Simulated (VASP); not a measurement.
Input of a VASP 6.6.1 run:

File INCAR:

```
SYSTEM = Hf
  ALGO = Normal
  EDIFF = 1E-7
  ENCUT = 520
  GGA = PE
  ISIF = 2
  ISMEAR = 0
  LASPH = .TRUE.
  LCHARG = .TRUE.
  LELF = .TRUE.
  LREAL = .FALSE.
  LVHAR = .TRUE.
  LWAVE = .FALSE.
  NBANDS = 11
  NELM = 80
  PREC = Accurate
  SIGMA = 0.013000000000000001
```

KPOINTS

```
k-points
0
G
  10 10 10
  0 0 0
```

The input POSCAR:

```
Hf
1.0
   -1.8050000000      1.8050000000      1.8050000000
    1.8050000000     -1.8050000000      1.8050000000
    1.8050000000      1.8050000000     -1.8050000000
Hf
1
Direct
    0.0000000000      0.0000000000      0.0000000000
```

Potentials or basis: VASP PAW PBE potentials, release 64 (Hf_pv).

Run with:

```console
$ cat potpaw_PBE.64/Hf_pv/POTCAR > POTCAR
$ mpirun -np 1 vasp_std > vasp.out
```

(1) Predict the pressure.

(2) Predict the band gap on the k mesh.

Answers

(1) -5.3 GPa.

(2) zero (band 5 reaches 5.73 eV, above the bottom of band 6 at 3.54 eV).

Caveat: spin-orbit coupling is left out, which moves the levels of the heavy elements.
